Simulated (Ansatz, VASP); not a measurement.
One calculation of SrTiO3, two programs

INCAR

```
PREC = Accurate
ENCUT = 520
EDIFF = 1E-7
ISMEAR = -1
SIGMA = 0.05
LREAL = F
LASPH = T
NELM = 60
ALGO = Normal
ISIF = 2
LWAVE = F
LCHARG = T
GGA = PS
LELF = T
LVHAR = T
NBANDS = 28
```

KPOINTS

```
Automatic mesh
0
Gamma
  7 7 7
```

POSCAR

```
SrTiO3
1.0
    3.9179735172      0.0000000000      0.0000000000
    0.0000000000      3.9179735172      0.0000000000
    0.0000000000      0.0000000000      3.9179735172
Sr Ti O
1 1 3
Direct
    0.0000000000      0.0000000000      0.0000000000
    0.5000000000      0.5000000000      0.5000000000
    0.0000000000      0.5000000000      0.5000000000
    0.5000000000      0.0000000000      0.5000000000
    0.5000000000      0.5000000000      0.0000000000
```

Input for Ansatz:

```yaml
crystal:
  lattice:
    - [3.9179735172, 0.0, 0.0]
    - [0.0, 3.9179735172, 0.0]
    - [0.0, 0.0, 3.9179735172]
  atoms:
    - { symbol: Sr, position: [0.0, 0.0, 0.0] }
    - { symbol: Ti, position: [0.5, 0.5, 0.5] }
    - { symbol: O, position: [0.0, 0.5, 0.5] }
    - { symbol: O, position: [0.5, 0.0, 0.5] }
    - { symbol: O, position: [0.5, 0.5, 0.0] }
kpoints:
  mp_grid: { grid: [7, 7, 7] }
  band_path:
    path:
      - [0.0, 0.0, 0.0]
      - [0.0, 0.5, 0.0]
      - [0.5, 0.5, 0.0]
      - [0.0, 0.0, 0.0]
      - [0.5, 0.5, 0.5]
      - [0.0, 0.5, 0.0]
      - [0.5, 0.5, 0.5]
      - [0.5, 0.5, 0.0]
    npoints: 5
scf:
  occupations: { method: fermi_dirac, width: 0.05 }
hamiltonian:
  xc: pbesol
  pseudopotentials: { kind: all_electron, lapw: { basis_error: 0.001 } }
output:
  forces: true
  stress: true
  eigenvalues: true
```

Change from the starting cell: volume scaled by 1.01.

Alike in both runs: task single point; functional PBEsol; k mesh 7 × 7 × 7; occupations fermi-dirac, width 0.05 eV; no spin polarisation.

```csv
,VASP,Ansatz
version,VASP 6.6.1,Ansatz 0.2.0
potentials or method,"VASP PAW PBE potentials, release 64 (Sr_sv, Ti_sv, O), cutoff 520 eV","all-electron LAPW, scalar-relativistic"
```

```tsv
	VASP	Ansatz	Ansatz less VASP
gap on the k mesh at the Fermi level (eV)	1.85	1.87	+0.026
pressure (GPa)	-3.0	-3.7	-0.65
```

VASP's potentials were made for PBE, not for PBEsol. Ansatz ran all-electron here, and VASP with PAW potentials.
